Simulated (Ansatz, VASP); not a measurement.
# Two plane-wave programs on Sn

```
CELL_PARAMETERS angstrom
-1.90539 1.90539 1.90539
1.90539 -1.90539 1.90539
1.90539 1.90539 -1.90539
ATOMIC_POSITIONS crystal
Sn 0.00000 0.00000 0.00000
```

Alike in both runs: functional PBE; k mesh 19 × 19 × 19; occupations fermi-dirac, width 0.1 eV; no spin polarisation.

Ansatz relaxed the structure, and its values are those at the end. VASP's run is a single point on that final structure, the one shown.

```csv
,VASP,Ansatz
version,VASP 6.6.1,Ansatz 0.2.0
potentials or method,"VASP PAW PBE potentials, release 64 (Sn_d)","PAW with Ansatz's default frozen-core files, scalar-relativistic"
plane-wave cutoff (eV),520,420
valence electrons in the cell,14,14
```

|  | VASP | Ansatz | Ansatz less VASP |
| --- | --- | --- | --- |
| pressure (GPa) | 0.0 | 0.0 | +0.02 |

With one functional, cell and mesh, what is left measures potentials, basis and numerics.
